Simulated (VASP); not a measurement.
# B48HN48 (a cell with a defect) in VASP: notebook, part 2 of 2

VASP 6.6.1.

**3. Single point, PBEsol**

Contents of INCAR:

```
SYSTEM = B48HN48
  PREC = Accurate
  ENCUT = 520
  EDIFF = 1E-6
  ISMEAR = -1
  SIGMA = 0.05
  LREAL = Auto
  LASPH = .TRUE.
  NELM = 100
  ALGO = Normal
  ISIF = 2
  LWAVE = .FALSE.
  LCHARG = .FALSE.
  GGA = PS
  NBANDS = 246
  NELECT = 386.0
  ISYM = 0
```

Contents of KPOINTS:

```
Automatic mesh
0
Gamma
  1 1 1
  0.25 0.25 0.25
```

Contents of POSCAR:

```
B48HN48
1.0
    7.6229900000      0.0000000000      0.0000000000
    0.0000000000      8.8022710000      0.0000000000
    0.0000000000      0.0000000000      8.4065820000
B N H
48 48 1
Direct
    0.0000200000      0.1667860000      0.0015470000
    0.0008750000      0.1699600000      0.4987680000
    0.3328400000      0.1668210000      0.0011690000
    0.3329540000      0.1673940000      0.4999800000
    0.1663330000      0.4166120000      0.0018410000
    0.1635300000      0.4141770000      0.4987220000
    0.0004520000      0.6671990000      0.0008100000
    0.0005270000      0.6670130000      0.4990610000
    0.6664410000      0.1662600000      0.0010800000
    0.6669660000      0.1662100000      0.4992460000
    0.4992220000      0.4165250000      0.0015060000
    0.5012620000      0.4166220000      0.5003980000
    0.3327270000      0.6668260000      0.0002440000
    0.3322020000      0.6664580000      0.4989590000
    0.1665230000      0.9169820000      0.0003860000
    0.1669380000      0.9171340000      0.5000270000
    0.8335860000      0.4165320000      0.0026710000
    0.7907190000      0.4382280000      0.5170290000
    0.6663740000      0.6673910000      0.0013980000
    0.6669860000      0.6648250000      0.5008860000
    0.4996140000      0.9171300000      0.0007930000
    0.4996680000      0.9169130000      0.5000520000
    0.8332940000      0.9172300000      0.0008920000
    0.8330890000      0.9172200000      0.5000090000
    0.1664200000      0.0833510000      0.2512290000
    0.1661650000      0.0835000000      0.7501430000
    0.0013040000      0.3327100000      0.2551780000
    0.0007700000      0.3330010000      0.7513770000
    0.4996690000      0.0833570000      0.2508710000
    0.4995150000      0.0837310000      0.7502370000
    0.3329140000      0.3338400000      0.2517300000
    0.3314030000      0.3331810000      0.7516580000
    0.1663710000      0.5832810000      0.2506020000
    0.1662610000      0.5829010000      0.7498390000
    0.0001660000      0.8335390000      0.2505390000
    0.9998490000      0.8333850000      0.7500640000
    0.8335990000      0.0834320000      0.2509470000
    0.8338390000      0.0838950000      0.7500360000
    0.6668730000      0.3323760000      0.2503230000
    0.6662420000      0.3328390000      0.7539860000
    0.4987660000      0.5839420000      0.2497020000
    0.4992300000      0.5836380000      0.7511630000
    0.3329000000      0.8333650000      0.2503760000
    0.3329560000      0.8333740000      0.7500650000
    0.8345090000      0.5838840000      0.2500870000
    0.8336980000      0.5839620000      0.7540310000
    0.6662480000      0.8336670000      0.2511970000
    0.6663890000      0.8349410000      0.7516700000
    0.0000010000      0.1659220000      0.1874720000
    0.0003330000      0.1667640000      0.6879240000
    0.3331270000      0.1667320000      0.1880050000
    0.3328470000      0.1666170000      0.6879320000
    0.1670410000      0.4173000000      0.1875210000
    0.1660490000      0.4164970000      0.6880730000
    0.0008210000      0.6674570000      0.1864520000
    0.9999650000      0.6668930000      0.6878070000
    0.6665440000      0.1656540000      0.1867970000
    0.6666570000      0.1666140000      0.6880260000
    0.4995860000      0.4168210000      0.1873490000
    0.4967260000      0.4150520000      0.6907240000
    0.3325660000      0.6672950000      0.1864260000
    0.3328670000      0.6668550000      0.6873720000
    0.1667120000      0.9168300000      0.1873870000
    0.1665770000      0.9166830000      0.6876500000
    0.8333260000      0.4167750000      0.1885180000
    0.8355710000      0.4155880000      0.6961000000
    0.6662060000      0.6673090000      0.1872990000
    0.6666730000      0.6704100000      0.6908480000
    0.4994470000      0.9168620000      0.1875950000
    0.4994510000      0.9172560000      0.6878550000
    0.8333630000      0.9166630000      0.1877590000
    0.8334650000      0.9172450000      0.6877780000
    0.1676370000      0.0817390000      0.4378930000
    0.1665050000      0.0832900000      0.9378170000
    0.0083530000      0.3288200000      0.4343580000
    0.0004130000      0.3330450000      0.9394860000
    0.4992540000      0.0826670000      0.4378110000
    0.4994330000      0.0834850000      0.9377950000
    0.3331120000      0.3333520000      0.4379000000
    0.3323130000      0.3330410000      0.9388070000
    0.1662630000      0.5835080000      0.4372170000
    0.1663930000      0.5834050000      0.9373220000
    0.0006480000      0.8343810000      0.4375270000
    0.9998280000      0.8337750000      0.9374820000
    0.8337640000      0.0831670000      0.4375440000
    0.8332420000      0.0835410000      0.9377150000
    0.6617010000      0.3272310000      0.4326850000
    0.6658900000      0.3328810000      0.9398740000
    0.4956320000      0.5853840000      0.4336950000
    0.4995630000      0.5836020000      0.9381710000
    0.3327790000      0.8333490000      0.4374510000
    0.3330590000      0.8335390000      0.9373860000
    0.8369280000      0.5907920000      0.4323400000
    0.8334010000      0.5842830000      0.9397980000
    0.6655090000      0.8353910000      0.4375330000
    0.6663460000      0.8345100000      0.9386330000
    0.6677130000      0.5000640000      0.5707810000
```

Potentials or basis: VASP PAW PBE potentials, release 64 (B, N, H).

Command:

```bash
$ cat potpaw_PBE.64/B/POTCAR potpaw_PBE.64/N/POTCAR potpaw_PBE.64/H/POTCAR > POTCAR
$ mpirun -np 1 vasp_std > vasp.out
```

OUTCAR:

```text
SYSTEM = B48HN48
   PREC = Accurate
   ENCUT = 520
   EDIFF = 1E-6
   ISMEAR = -1
   LREAL = Auto
   LASPH = .TRUE.
   NELM = 100
   ISIF = 2
   GGA = PS
   NELECT = 386.0
   ISYM = 0

 ion  position               nearest neighbor table
   1  0.000  0.167  0.002-  76 1.55  74 1.56  86 1.56  49 1.56
   2  0.001  0.170  0.499-  75 1.50  85 1.57  73 1.58  50 1.59
   3  0.333  0.167  0.001-  80 1.55  74 1.56  78 1.56  51 1.57
   4  0.333  0.167  0.500-  79 1.55  73 1.56  77 1.56  52 1.58
   5  0.166  0.417  0.002-  76 1.55  80 1.56  53 1.56  82 1.57
   6  0.164  0.414  0.499-  75 1.50  79 1.56  81 1.58  54 1.59
[... 66 lines left out ...]
  73  0.168  0.082  0.438-  16 1.54   4 1.56  25 1.57   2 1.58
  74  0.167  0.083  0.938-  15 1.56   3 1.56   1 1.56  26 1.58
  75  0.008  0.329  0.434-   2 1.50   6 1.50  27 1.51
  76  0.000  0.333  0.939-   1 1.55   5 1.55  17 1.56  28 1.58
  77  0.499  0.083  0.438-  22 1.55   4 1.56  10 1.56  29 1.57
  78  0.499  0.083  0.938-  21 1.56   3 1.56   9 1.56  30 1.58
  79  0.333  0.333  0.438-   4 1.55   6 1.56  31 1.57  12 1.57
  80  0.332  0.333  0.939-   3 1.55   5 1.56  11 1.56  32 1.57
  81  0.166  0.584  0.437-  14 1.55   8 1.55  33 1.57   6 1.58
[... 13 lines left out ...]
  95  0.666  0.835  0.438-  22 1.55  24 1.56  47 1.57  20 1.59
  96  0.666  0.835  0.939-  21 1.55  23 1.56  19 1.56  48 1.57
  97  0.668  0.500  0.571-  18 1.17

IMPORTANT INFORMATION: All symmetrisations will be switched off!
NOSYMM: (Re-)initialisation of all symmetry stuff for point group C_1.

----------------------------------------------------------------------------------------

                                     Primitive cell

  volume of cell :     564.0785

  direct lattice vectors                    reciprocal lattice vectors
     7.622990000  0.000000000  0.000000000     0.131182121  0.000000000  0.000000000
     0.000000000  8.802271000  0.000000000     0.000000000  0.113607045  0.000000000
     0.000000000  0.000000000  8.406582000     0.000000000  0.000000000  0.118954410

  length of vectors
     7.622990000  8.802271000  8.406582000     0.131182121  0.113607045  0.118954410

  position of ions in fractional coordinates (direct lattice)
     0.000020000  0.166786000  0.001547000
     0.000875000  0.169960000  0.498768000
     0.332840000  0.166821000  0.001169000
     0.332954000  0.167394000  0.499980000
     0.166333000  0.416612000  0.001841000
     0.163530000  0.414177000  0.498722000
[... 89 lines left out ...]
     0.666346000  0.834510000  0.938633000
     0.667713000  0.500064000  0.570781000

  ion indices of the primitive-cell ions
   primitive index   ion index
                 1           1
                 2           2
                 3           3
                 4           4
                 5           5
                 6           6
[... 89 lines left out ...]
                96          96
                97          97

----------------------------------------------------------------------------------------

 KPOINTS: Automatic mesh

Automatic generation of k-mesh.
 Grid dimensions read from file:
 generate k-points for:    1    1    1

 Generating k-lattice:

  Cartesian coordinates                     Fractional coordinates (reciprocal lattice)
     0.131182121  0.000000000  0.000000000     1.000000000  0.000000000  0.000000000
     0.000000000  0.113607045  0.000000000     0.000000000  1.000000000  0.000000000
     0.000000000  0.000000000  0.118954410     0.000000000  0.000000000  1.000000000

  Length of vectors
     0.131182121  0.113607045  0.118954410

  Shift w.r.t. Gamma in fractional coordinates (k-lattice)
     0.250000000  0.250000000  0.250000000

 Subroutine IBZKPT returns following result:
 ===========================================

 Found      4 irreducible k-points:

 Following reciprocal coordinates:
            Coordinates               Weight
  0.250000  0.250000  0.250000      2.000000
  0.250000 -0.250000 -0.250000      2.000000
 -0.250000 -0.250000  0.250000      2.000000
 -0.250000  0.250000 -0.250000      2.000000
   k-points           NKPTS =      4   k-points in BZ     NKDIM =      4   number of bands    NBANDS=    246
   number of dos      NEDOS =    301   number of ions     NIONS =     97
   total plane-waves  NPLWV = 268800
   dimension x,y,z NGX =    60 NGY =   70 NGZ =   64
   dimension x,y,z NGXF=   120 NGYF=  140 NGZF=  128
   ions per type =              48  48   1
   NGX,Y,Z   is equivalent  to a cutoff of  13.09, 13.22, 12.66 a.u.
   NGXF,Y,Z  is equivalent  to a cutoff of  26.17, 26.44, 25.31 a.u.
 SYSTEM =  B48HN48
   PREC   = accura    normal or accurate (medium, high low for compatibility)
   ISTART =      0    job   : 0-new  1-cont  2-samecut
   ICHARG =      2    charge: 1-file 2-atom 10-const
   ISPIN  =      1    spin polarized calculation?
   LNONCOLLINEAR =      F non collinear calculations
   LSORBIT =      F    spin-orbit coupling
   LASPH  =      T    aspherical Exc in radial PAW
   ENCUT  =  520.0 eV  38.22 Ry    6.18 a.u.  14.17 16.37 15.63*2*pi/ulx,y,z
   NELM   =    100;   NELMIN=  2; NELMDL= -5     # of ELM steps
   EDIFF  = 0.1E-05   stopping-criterion for ELM
   LREAL  =      T    real-space projection
   EDIFFG = 0.1E-04   stopping-criterion for IOM
   NSW    =      0    number of steps for IOM
   IBRION =     -1    ionic relax: 0-MD 1-quasi-New 2-CG
   NFREE  =      0    steps in history (QN), initial steepest desc. (CG)
   ISIF   =      2    stress and relaxation
   ISYM   =      0    0-nonsym 1-usesym 2-fastsym
   POTIM  = 0.5000    time-step for ionic-motion
   TEBEG  =    0.0;   TEEND  =   0.0 temperature during run
   PSTRESS=    0.0 pullay stress
   NELECT =     386.0000    total number of electrons
   NUPDOWN=      -1.0000    fix difference up-down
   EMIN   =  10.00;   EMAX   =-10.00  energy-range for DOS
   EFERMI =   0.00;   METHOD = LEGACY
   ISMEAR =    -1;   SIGMA  =   0.05  broadening in eV -4-tet -1-fermi 0-gaus
   EFERMI_NEDOS =   21; number of points for ismear=-14 and -15
   IALGO  =     38    algorithm
   IMIX   =      4    mixing-type and parameters
     AMIX     =   0.40;   BMIX     =  1.00
     AMIX_MAG =   1.60;   BMIX_MAG =  1.00
  volume/ion in A,a.u.               =       5.82        39.24
  Fermi-wavevector in a.u.,A,eV,Ry     =   1.442638  2.726191 28.316512  2.081205
  Thomas-Fermi vector in A             =   2.561136
   LORBIT       =      0    0 simple, 1 ext, 2 COOP (PROOUT), +10 PAW based schemes
   GGA     = PS    functional components
   LHFCALC =     F    Hartree Fock is set to
   AEXX    =    0.0000 exact exchange contribution
   IVDW    =     0    specifies the selected vdW correction
   LEPSILON=     F    determine dielectric tensor
   LRPA    =     F    only Hartree local field effects (RPA)
 non-spin polarized calculation
  energy-cutoff  :      520.00
  volume of cell :      564.08
 maximum number of plane-waves:     15183
 NGX is ok and might be reduce to    60
   NGX = 29   NGY = 33   NGZ = 31

 number of electron     385.9999988 magnetization

 Free energy of the ion-electron system (eV)
  ---------------------------------------------------
  ext. energy  EPLUGINS =         0.00000000
  ---------------------------------------------------
  free energy    TOTEN  =      -867.29026283 eV

  energy without entropy =     -867.29026283  energy(sigma->0) =     -867.29026283

 E-fermi :  10.4673     XC(G=0): -13.0627

 val. band max:        9.2089629665   @ k =   0.2500   0.2500   0.2500
 cond. band min:      13.4429988575   @ k =   0.2500  -0.2500  -0.2500
 fundamental gap:      4.2340358910
 Fermi energy:        10.4673138797

 k-point     1 :       0.2500    0.2500    0.2500
  band No.  band energies     occupation
      1     -12.6589      2.00000
      2     -11.9836      2.00000
      3     -11.9105      2.00000
      4     -11.7517      2.00000
      5     -11.2534      2.00000
      6     -11.1038      2.00000
[... 821 lines left out ...]
    204      14.8163      0.00000
    205      14.8343      0.00000
 [bands above 205 left out]

------------------------ aborting loop because EDIFF is reached ----------------------------------------

  FORCE on cell =-STRESS in cart. coord.  units (eV):
  Direction    XX          YY          ZZ          XY          YZ          ZX
  --------------------------------------------------------------------------------------
  -------------------------------------------------------------------------------------
  Total       25.4135013     24.0993639     24.4918742     -1.4348327      0.3232421     -0.4166138
  in kB       72.1831030     68.4504998     69.5653643     -4.0754194      0.9181190     -1.1833267
  external PRESSURE =      70.0663224 kB  Pullay stress =       0.0000000 kB

 VOLUME and BASIS-vectors are now :
 -----------------------------------------------------------------------------
  energy-cutoff  :      520.00
  volume of cell :      564.08
      direct lattice vectors                 reciprocal lattice vectors
     7.622990000  0.000000000  0.000000000     0.131182121  0.000000000  0.000000000
     0.000000000  8.802271000  0.000000000     0.000000000  0.113607045  0.000000000
     0.000000000  0.000000000  8.406582000     0.000000000  0.000000000  0.118954410

 POSITION                                       TOTAL-FORCE (eV/Angst)
 -----------------------------------------------------------------------------------
      0.00015      1.46810      0.01300        -0.012322      0.005821     -0.008578
      0.00667      1.49603      4.19293        -0.018801      0.008546      0.013587
      2.53724      1.46840      0.00983        -0.008609      0.002462      0.002228
      2.53811      1.47345      4.20312        -0.011782     -0.011452      0.002260
      1.26795      3.66713      0.01548        -0.013217      0.000805     -0.011018
      1.24659      3.64570      4.19255        -0.002075      0.016393      0.011278
[... 89 lines left out ...]
      5.07955      7.34558      7.89070         0.011477     -0.002021     -0.000459
      5.08997      4.40170      4.79832        -0.029390      0.025920      0.031631
 -----------------------------------------------------------------------------------
    total drift:                                0.003067      0.016369     -0.008755

  FREE ENERGIE OF THE ION-ELECTRON SYSTEM (eV)
  ---------------------------------------------------
  free  energy   TOTEN  =      -867.2902628341 eV

  energy  without entropy=     -867.2902628341  energy(sigma->0) =     -867.29026283
```

Run time: 16 min. Hardware: 1 thread of Intel Xeon 6975P-C (Granite Rapids), shared host; peak memory 0.77 GiB.

What came out:

| Item | Value |
| --- | --- |
| Free energy | -867.2903 eV |
| Largest force | 0.076 eV/Å |

Forces in eV/Å, atoms in the order of the input:
```
B   -0.012  0.006 -0.009
B   -0.019  0.009  0.014
B   -0.009  0.002  0.002
B   -0.012 -0.011  0.002
B   -0.013  0.001 -0.011
B   -0.002  0.016  0.011
B   -0.007  0.005  0.000
B   -0.005 -0.009  0.001
B   -0.014 -0.006  0.000
B   -0.004 -0.001  0.013
B   -0.005  0.000  0.001
B   -0.024  0.003  0.019
B   -0.020  0.006  0.003
B    0.005 -0.007  0.002
B   -0.009 -0.004  0.000
B   -0.008 -0.007  0.005
B   -0.008  0.004 -0.001
B    0.067 -0.029 -0.019
B   -0.012 -0.005 -0.001
B   -0.028 -0.011  0.006
B   -0.011  0.000  0.000
B   -0.006 -0.005  0.005
B   -0.015  0.000  0.003
B   -0.010  0.007 -0.003
B    0.006  0.007  0.011
B    0.013  0.000 -0.004
B    0.003  0.000 -0.022
B    0.016 -0.010  0.008
B    0.005  0.003  0.000
B    0.011  0.011  0.006
B    0.006  0.002  0.015
B    0.014  0.000 -0.003
B    0.014  0.008 -0.005
B    0.003 -0.010 -0.012
B    0.002 -0.001  0.004
B    0.007  0.003 -0.005
B    0.007 -0.006 -0.002
B    0.003  0.004 -0.001
B    0.012 -0.005  0.010
B    0.007 -0.007  0.002
B    0.003  0.002  0.010
B   -0.006  0.016 -0.003
B    0.011 -0.004  0.007
B    0.019  0.001 -0.010
B    0.000  0.011  0.010
B    0.023  0.003 -0.009
B    0.010 -0.003  0.012
B    0.010  0.016  0.004
N   -0.007  0.005  0.008
N   -0.012  0.007 -0.013
N   -0.006 -0.003 -0.008
N   -0.019  0.003  0.000
N   -0.009 -0.004  0.006
N   -0.002  0.010 -0.007
N   -0.004 -0.002  0.002
N   -0.016  0.002  0.001
N   -0.010 -0.005  0.002
N   -0.014  0.000 -0.015
N   -0.006  0.000 -0.006
N   -0.016 -0.001 -0.007
N   -0.012  0.003 -0.011
N    0.001  0.000 -0.005
N   -0.010  0.000 -0.003
N   -0.014  0.005  0.000
N    0.003 -0.006  0.013
N   -0.020  0.009 -0.015
N   -0.005  0.000 -0.001
N   -0.021 -0.010 -0.018
N   -0.011  0.003  0.004
N   -0.013 -0.002 -0.001
N   -0.005  0.003  0.003
N   -0.011 -0.001  0.000
N    0.025 -0.005 -0.009
N    0.010 -0.001  0.001
N   -0.025 -0.008  0.032
N    0.017 -0.009  0.004
N    0.009  0.005 -0.011
N    0.009 -0.001 -0.009
N    0.007  0.006 -0.020
N    0.014  0.005  0.000
N   -0.011 -0.014  0.002
N    0.012 -0.004  0.003
N    0.013 -0.004  0.004
N    0.011 -0.004  0.004
N    0.015 -0.007 -0.005
N    0.021  0.000 -0.008
N    0.035 -0.009 -0.012
N    0.010 -0.002  0.002
N    0.008  0.024  0.011
N    0.015 -0.003 -0.005
N    0.004 -0.005 -0.008
N    0.012 -0.003  0.003
N    0.015 -0.012 -0.015
N    0.007 -0.007  0.006
N    0.009  0.013  0.000
N    0.011 -0.002  0.000
H   -0.029  0.026  0.032
```

Caveat: the cell carries a net charge on a neutralising background, which shifts energy and pressure; the cell is charged against a uniform background, so pressure and absolute levels hang on convention; the PAW data sets were made with another functional, which shifts forces and pressure a little.
